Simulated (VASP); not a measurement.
# W (Im-3m) in VASP: a series of runs

W is run at these levels: PBE; tasks: single point.

Everything below comes from runs of VASP 6.6.1. Logs are shortened: lines on timing, memory, paths and dates and some standing lists are left out, and cuts for length are marked.

## 1. The cell of the first run

Symmetry: Im-3m, No. 229, cubic system. Conventional cell: a = 3.145 Å, b = 3.145 Å, c = 3.145 Å, α = 90.00°, β = 90.00°, γ = 90.00°. W (site symmetry m-3m) has 14 W at 2.72 to 3.15 Å within 3.6 Å.

## 2. Single point, PBE (strained)

File INCAR:

```
SYSTEM = W
  PREC = Accurate
  ENCUT = 520
  EDIFF = 1E-6
  ISMEAR = 0
  SIGMA = 0.1
  LREAL = .FALSE.
  LASPH = .TRUE.
  NELM = 100
  ALGO = Normal
  ISIF = 2
  LWAVE = .FALSE.
  LCHARG = .FALSE.
  GGA = PE
  NBANDS = 13
```

File KPOINTS:

```
Automatic mesh
0
G
  18 18 18
  0 0 0
```

File POSCAR:

```
W
1.0
   -1.5726696340      1.5726696340      1.5726696340
    1.5726696340     -1.5726696340      1.5726696340
    1.5726696340      1.5726696340     -1.5726696340
W
1
Direct
    0.0000000000      0.0000000000      0.0000000000
```

Potentials or basis: VASP PAW PBE potentials, release 64 (W_sv).

On the command line:

```sh
cat potpaw_PBE.64/W_sv/POTCAR > POTCAR
mpirun -np 1 vasp_std > vasp.out
```

OUTCAR:

```text
SYSTEM = W
   PREC = Accurate
   ENCUT = 520
   EDIFF = 1E-6
   ISMEAR = 0
   LREAL = .FALSE.
   LASPH = .TRUE.
   NELM = 100
   ISIF = 2
   GGA = PE

 ion  position               nearest neighbor table
   1  0.000  0.000  0.000-

  LATTYP: Found a body centered cubic cell.
 ALAT       =     3.1453392680

  Lattice vectors:

 A1 = (  -1.5726696340,   1.5726696340,   1.5726696340)
 A2 = (   1.5726696340,  -1.5726696340,   1.5726696340)
 A3 = (   1.5726696340,   1.5726696340,  -1.5726696340)

Analysis of symmetry for initial positions (statically):
=====================================================================
 Subroutine PRICEL returns:
 Original cell was already a primitive cell.

 Routine SETGRP: Setting up the symmetry group for a
 body centered cubic supercell.

 Subroutine GETGRP returns: Found 48 space group operations
 (whereof 48 operations were pure point group operations)
 out of a pool of 48 trial point group operations.

The static configuration has the point symmetry O_h .

Analysis of symmetry for dynamics (positions and initial velocities):
=====================================================================
 Subroutine PRICEL returns:
 Original cell was already a primitive cell.

 Routine SETGRP: Setting up the symmetry group for a
 body centered cubic supercell.

 Subroutine GETGRP returns: Found 48 space group operations
 (whereof 48 operations were pure point group operations)
 out of a pool of 48 trial point group operations.

The dynamic configuration has the point symmetry O_h .

 Subroutine INISYM returns: Found 48 space group operations
 (whereof 48 operations are pure point group operations),
 and found     1 'primitive' translations

----------------------------------------------------------------------------------------

                                     Primitive cell

  volume of cell :      15.5587

  direct lattice vectors                    reciprocal lattice vectors
    -1.572669634  1.572669634  1.572669634     0.000000000  0.317930727  0.317930727
     1.572669634 -1.572669634  1.572669634     0.317930727  0.000000000  0.317930727
     1.572669634  1.572669634 -1.572669634     0.317930727  0.317930727  0.000000000

  length of vectors
     2.723943710  2.723943710  2.723943710     0.449621946  0.449621946  0.449621946

  position of ions in fractional coordinates (direct lattice)
     0.000000000  0.000000000  0.000000000

  ion indices of the primitive-cell ions
   primitive index   ion index
                 1           1

----------------------------------------------------------------------------------------

 KPOINTS: Automatic mesh

Automatic generation of k-mesh.
 Grid dimensions read from file:
 generate k-points for:   18   18   18

 Generating k-lattice:

  Cartesian coordinates                     Fractional coordinates (reciprocal lattice)
     0.000000000  0.017662818  0.017662818     0.055555556  0.000000000  0.000000000
     0.017662818  0.000000000  0.017662818     0.000000000  0.055555556  0.000000000
     0.017662818  0.017662818  0.000000000     0.000000000  0.000000000  0.055555556

  Length of vectors
     0.024978997  0.024978997  0.024978997

  Shift w.r.t. Gamma in fractional coordinates (k-lattice)
     0.000000000  0.000000000  0.000000000

 Subroutine IBZKPT returns following result:
 ===========================================

 Found    195 irreducible k-points:

 Following reciprocal coordinates:
            Coordinates               Weight
  0.000000  0.000000  0.000000      1.000000
  0.055556  0.000000  0.000000     12.000000
  0.111111  0.000000  0.000000     12.000000
  0.166667  0.000000  0.000000     12.000000
  0.222222  0.000000  0.000000     12.000000
  0.277778  0.000000  0.000000     12.000000
[... 16 lines left out ...]
  0.333333  0.111111 -0.000000     48.000000
  0.388889  0.111111  0.000000     48.000000
 [... further k-points ...]
   k-points           NKPTS =    195   k-points in BZ     NKDIM =    195   number of bands    NBANDS=     13
   number of dos      NEDOS =    301   number of ions     NIONS =      1
   total plane-waves  NPLWV =   8000
   dimension x,y,z NGX =    20 NGY =   20 NGZ =   20
   dimension x,y,z NGXF=    40 NGYF=   40 NGZF=   40
   ions per type =               1
   NGX,Y,Z   is equivalent  to a cutoff of  12.21, 12.21, 12.21 a.u.
   NGXF,Y,Z  is equivalent  to a cutoff of  24.41, 24.41, 24.41 a.u.
 SYSTEM =  W
   PREC   = accura    normal or accurate (medium, high low for compatibility)
   ISTART =      0    job   : 0-new  1-cont  2-samecut
   ICHARG =      2    charge: 1-file 2-atom 10-const
   ISPIN  =      1    spin polarized calculation?
   LNONCOLLINEAR =      F non collinear calculations
   LSORBIT =      F    spin-orbit coupling
   LASPH  =      T    aspherical Exc in radial PAW
   ENCUT  =  520.0 eV  38.22 Ry    6.18 a.u.   5.06  5.06  5.06*2*pi/ulx,y,z
   NELM   =    100;   NELMIN=  2; NELMDL= -5     # of ELM steps
   EDIFF  = 0.1E-05   stopping-criterion for ELM
   LREAL  =      F    real-space projection
   EDIFFG = 0.1E-04   stopping-criterion for IOM
   NSW    =      0    number of steps for IOM
   IBRION =     -1    ionic relax: 0-MD 1-quasi-New 2-CG
   NFREE  =      0    steps in history (QN), initial steepest desc. (CG)
   ISIF   =      2    stress and relaxation
   ISYM   =      2    0-nonsym 1-usesym 2-fastsym
   POTIM  = 0.5000    time-step for ionic-motion
   TEBEG  =    0.0;   TEEND  =   0.0 temperature during run
   PSTRESS=    0.0 pullay stress
   NELECT =      14.0000    total number of electrons
   NUPDOWN=      -1.0000    fix difference up-down
   EMIN   =  10.00;   EMAX   =-10.00  energy-range for DOS
   EFERMI =   0.00;   METHOD = LEGACY
   ISMEAR =     0;   SIGMA  =   0.10  broadening in eV -4-tet -1-fermi 0-gaus
   EFERMI_NEDOS =   21; number of points for ismear=-14 and -15
   IALGO  =     38    algorithm
   IMIX   =      4    mixing-type and parameters
     AMIX     =   0.40;   BMIX     =  1.00
     AMIX_MAG =   1.60;   BMIX_MAG =  1.00
  volume/ion in A,a.u.               =      15.56       105.00
  Fermi-wavevector in a.u.,A,eV,Ry     =   1.580496  2.986704 33.986904  2.497967
  Thomas-Fermi vector in A             =   2.680715
   LORBIT       =      0    0 simple, 1 ext, 2 COOP (PROOUT), +10 PAW based schemes
   GGA     = PE    functional components
   LHFCALC =     F    Hartree Fock is set to
   AEXX    =    0.0000 exact exchange contribution
   IVDW    =     0    specifies the selected vdW correction
   LEPSILON=     F    determine dielectric tensor
   LRPA    =     F    only Hartree local field effects (RPA)
 non-spin polarized calculation
 Gauss-broadening in eV      SIGMA  =   0.10
  energy-cutoff  :      520.00
  volume of cell :       15.56
 maximum number of plane-waves:       432
   NGX = 11   NGY = 11   NGZ = 11

 number of electron      14.0000005 magnetization

 Free energy of the ion-electron system (eV)
  ---------------------------------------------------
  ext. energy  EPLUGINS =         0.00000000
  ---------------------------------------------------
  free energy    TOTEN  =       -12.92800568 eV

  energy without entropy =      -12.92461387  energy(sigma->0) =      -12.92630978

 E-fermi :  11.7107     XC(G=0): -13.7466

 val. band max:       11.7089524965   @ k =  -0.2778   0.3333   0.2222
 cond. band min:      11.7214568648   @ k =   0.5000   0.5000   0.2222
 fundamental gap:      0.0125043683
 Fermi energy:        11.7107361456

 k-point     1 :       0.0000    0.0000    0.0000
  band No.  band energies     occupation
      1     -62.4411      2.00000
      2     -25.9745      2.00000
      3     -25.9745      2.00000
      4     -25.9745      2.00000
      5       1.9756      2.00000
      6      10.4563      2.00000
      7      10.4563      2.00000
      8      10.4563      2.00000
      9      14.0231      0.00000
     10      14.0231      0.00000
     11      26.2747      0.00000
     12      26.2747      0.00000
     13      26.2747      0.00000

 k-point     2 :       0.0556    0.0000    0.0000
  band No.  band energies     occupation
      1     -62.4367      2.00000
      2     -26.0194      2.00000
      3     -25.9884      2.00000
      4     -25.9747      2.00000
      5       2.1291      2.00000
      6      10.3618      2.00000
      7      10.4353      2.00000
      8      10.6045      2.00000
      9      13.8688      0.00000
     10      14.0235      0.00000
     11      26.4083      0.00000
     12      26.5352      0.00000
     13      26.6606      0.00000

 k-point     3 :       0.1111    0.0000    0.0000
  band No.  band energies     occupation
      1     -62.4241      2.00000
      2     -26.1473      2.00000
      3     -26.0282      2.00000
      4     -25.9754      2.00000
      5       2.5718      2.00000
      6      10.1010      2.00000
      7      10.3440      2.00000
      8      11.0439      2.00000
      9      13.5402      0.00000
     10      14.0323      0.00000
     11      26.7459      0.00000
     12      27.2926      0.00000
     13      27.6486      0.00000
[... 305 lines left out ...]
 k-point    23 :       0.3333    0.1111   -0.0000
  band No.  band energies     occupation
      1     -62.3071      2.00000
      2     -27.1659      2.00000
      3     -26.4096      2.00000
      4     -26.0418      2.00000
      5       5.7867      2.00000
      6       8.3608      2.00000
      7      10.4035      2.00000
      8      13.7088      0.00000
      9      14.9307      0.00000
     10      17.2413      0.00000
     11      23.9638      0.00000
     12      25.2377      0.00000
     13      29.8565      0.00000

 k-point    24 :       0.3889    0.1111    0.0000
  band No.  band energies     occupation
      1     -62.2951      2.00000
      2     -27.2595      2.00000
      3     -26.4558      2.00000
      4     -26.0435      2.00000
      5       5.7700      2.00000
      6       8.2160      2.00000
      7      11.1541      2.00000
      8      13.7980      0.00000
      9      15.1695      0.00000
     10      18.3154      0.00000
     11      22.9106      0.00000
     12      24.3859      0.00000
     13      28.8235      0.00000

 [... further k-points ...]
[... 5 lines left out ...]
  --------------------------------------------------------------------------------------
  -------------------------------------------------------------------------------------
  Total        1.2240008      1.2240008      1.2240008     -0.0000000     -0.0000000      0.0000000
  in kB      126.0433066    126.0433066    126.0433066     -0.0000000     -0.0000000      0.0000000
  external PRESSURE =     126.0433066 kB  Pullay stress =       0.0000000 kB

 VOLUME and BASIS-vectors are now :
 -----------------------------------------------------------------------------
  energy-cutoff  :      520.00
  volume of cell :       15.56
      direct lattice vectors                 reciprocal lattice vectors
    -1.572669634  1.572669634  1.572669634     0.000000000  0.317930727  0.317930727
     1.572669634 -1.572669634  1.572669634     0.317930727  0.000000000  0.317930727
     1.572669634  1.572669634 -1.572669634     0.317930727  0.317930727  0.000000000

 POSITION                                       TOTAL-FORCE (eV/Angst)
 -----------------------------------------------------------------------------------
      0.00000      0.00000      0.00000         0.000000     -0.000000      0.000000
 -----------------------------------------------------------------------------------
    total drift:                                0.000000     -0.000000      0.000000

  FREE ENERGIE OF THE ION-ELECTRON SYSTEM (eV)
  ---------------------------------------------------
  free  energy   TOTEN  =       -12.9280056804 eV

  energy  without entropy=      -12.9246138734  energy(sigma->0) =      -12.92630978
```

Wall time 9.8 s (1 thread of Intel Xeon 6975P-C (Granite Rapids), shared host); peak memory 0.15 GiB.

What came out:

- Free energy: -12.9280 eV
- Pressure: 12.6 GPa
- Band gap on the k mesh: zero (band 7 reaches 17.02 eV, above the bottom of band 8 at 10.46 eV)

Levels at points of the mesh, in eV from the Fermi level:
```csv
k point,band 3,band 4,band 5,band 6,band 7,band 8,band 9,band 10,band 11,band 12
"(0.00, 0.00, 0.00)",-37.69,-37.69,-9.74,-1.25,-1.25,-1.25,2.31,2.31,14.56,14.56
"(0.50, 0.00, 0.00)",-38.13,-37.69,-6.39,-3.65,0.75,2.22,3.22,6.33,11.40,11.54
"(0.50, 0.50, 0.50)",-38.64,-38.64,-5.98,-5.98,5.31,5.31,5.31,8.40,8.40,8.40
```

Caveat: the cell differs from its parent crystal (strained); spin-orbit coupling is left out, which moves the levels of the heavy elements.

## 3. Single point, PBE (strained)

File INCAR:

```
SYSTEM = W
PREC = Accurate
ENCUT = 520
EDIFF = 1E-7
ISMEAR = 0
SIGMA = 0.1
LREAL = .False.
LASPH = .True.
NELM = 60
ALGO = Normal
ISIF = 2
LWAVE = .False.
LCHARG = .False.
GGA = PE
NBANDS = 13
```

File KPOINTS:

```
regular mesh
0
Gamma
  18 18 18
  0 0 0
```

File POSCAR:

```
W
1.0
   -1.6462732180      1.6462732180      1.6462732180
    1.6462732180     -1.6462732180      1.6462732180
    1.6462732180      1.6462732180     -1.6462732180
W
1
Direct
    0.0000000000      0.0000000000      0.0000000000
```

Potentials or basis: VASP PAW PBE potentials, release 64 (W_sv).

On the command line:

```sh
cat potpaw_PBE.64/W_sv/POTCAR > POTCAR
mpirun -np 1 vasp_std > vasp.out
```

Wall time 12 s (1 thread of Intel Xeon 6975P-C (Granite Rapids), shared host); peak memory 0.17 GiB.

It converged, with:

```yaml
Free_energy: -12.8113 eV
Pressure: -24.4 GPa
Band_gap_on_the_k_mesh: zero (band 7 reaches 14.16 eV, above the bottom of band 8 at 8.75 eV)
```

Levels at points of the mesh, in eV from the Fermi level:
```tsv
k point	band 3	band 4	band 5	band 6	band 7	band 8	band 9	band 10	band 11	band 12
(0.00, 0.00, 0.00)	-38.05	-38.05	-8.96	-1.04	-1.04	-1.04	1.99	1.99	14.24	14.24
(0.50, 0.00, 0.00)	-38.34	-38.05	-5.53	-3.03	0.37	1.83	2.67	5.17	9.29	11.18
(0.50, 0.50, 0.50)	-38.66	-38.66	-4.93	-4.93	4.37	4.37	4.37	7.38	7.38	7.38
```

Caveat: the cell differs from its parent crystal (strained); spin-orbit coupling is left out, which moves the levels of the heavy elements.
